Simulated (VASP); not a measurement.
A run of VASP 6.6.1 is set up as follows.

File INCAR:

```
SYSTEM = Na
PREC = Accurate
ENCUT = 520
EDIFF = 1E-7
ISMEAR = -1
SIGMA = 0.05
LREAL = .False.
LASPH = .True.
NELM = 60
ALGO = Normal
ISIF = 2
LWAVE = .False.
LCHARG = .False.
GGA = CA
NBANDS = 22
```

File KPOINTS:

```
regular mesh
0
Gamma
  8 8 3
  0 0 0
```

POSCAR

```
Na
1.0
    3.6755475868      0.0000000000      0.0000000000
   -1.8377737934      3.1831175830      0.0000000000
    0.0000000000      0.0000000000     12.4531759071
Na
4
Direct
    0.6666666667      0.3333333333      0.7500000000
    0.0000000000      0.0000000000      0.5000000000
    0.3333333333      0.6666666667      0.2500000000
    0.0000000000      0.0000000000      0.0000000000
```

Potentials or basis: VASP PAW LDA potentials, release 64 (Na_pv).

Run with:

```sh
$ cat potpaw_LDA.64/Na_pv/POTCAR > POTCAR
$ mpirun -np 1 vasp_std > vasp.out
```

Task: What does it give for the band gap on the k mesh?

Result: Zero (bands 14 and 15 overlap by 3.48 eV).

Task: What does it give for the pressure?

Result: -0.7 GPa.

Stress tensor (GPa, compression positive):
```
-0.36  0.00  0.00
 0.00 -0.36  0.00
 0.00  0.00 -1.31
```
